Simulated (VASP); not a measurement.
Write the native input for VASP 6.6.1 that does the following.

* Task: single point
* Functional: r2SCAN
* Potentials or basis: VASP PAW PBE potentials, release 64 (Pt, Sc_sv)
* Cutoff: 520 eV
* k mesh: 10 × 10 × 10
* Occupations: gaussian, width 0.0937 eV
* Spin: no spin polarisation
* Dipole correction: no
* Further INCAR settings: ALGO = Normal; EDIFF = 1e-07; NBANDS = 18

Crystal: ScPt.

```
CELL_PARAMETERS angstrom
3.28435 0.00000 0.00000
0.00000 3.28435 0.00000
0.00000 0.00000 3.28435
ATOMIC_POSITIONS crystal
Pt 0.00000 0.00000 0.00000
Sc 0.50000 0.50000 0.50000
```

One way to write it, as run:

POSCAR

```
ScPt
1.0
    3.2843480000      0.0000000000      0.0000000000
    0.0000000000      3.2843480000      0.0000000000
    0.0000000000      0.0000000000      3.2843480000
Pt Sc
1 1
Direct
    0.0000000000      0.0000000000      0.0000000000
    0.5000000000      0.5000000000      0.5000000000
```

INCAR.step1

```
PREC = Accurate ; ENCUT = 520
ISMEAR = 0 ; SIGMA = 0.0937
LREAL = F ; LASPH = T
NELM = 80 ; NBANDS = 18
GGA = PE ; ALGO = Normal
EDIFF = 1E-4 ; LWAVE = T
LCHARG = F
```

INCAR.step2

```
PREC = Accurate ; ENCUT = 520
EDIFF = 1E-7 ; ISMEAR = 0
SIGMA = 0.0937 ; LREAL = F
LASPH = T ; NELM = 80
ALGO = Normal ; ISIF = 2
LWAVE = F ; LCHARG = T
METAGGA = R2SCAN ; LMIXTAU = T
LELF = T ; LVHAR = T
NBANDS = 18 ; ISTART = 1
```

KPOINTS

```
regular mesh
0
Gamma
  10 10 10
```

Potentials or basis: VASP PAW PBE potentials, release 64 (Pt, Sc_sv).

The run is started by

```sh
$ cat potpaw_PBE.64/Pt/POTCAR potpaw_PBE.64/Sc_sv/POTCAR > POTCAR
$ cp INCAR.step1 INCAR
$ mpirun -np 1 vasp_std > vasp.out
$ cp INCAR.step2 INCAR
$ mpirun -np 1 vasp_std > vasp.out
```

It gave:

- Pressure: 0.9 GPa

Caveat: the PAW data sets were made with another functional, which shifts forces and pressure a little.

Wall time 100 s on 1 thread of AMD EPYC 7R13 Processor (Zen 3) (shared host), peak memory 0.14 GiB.
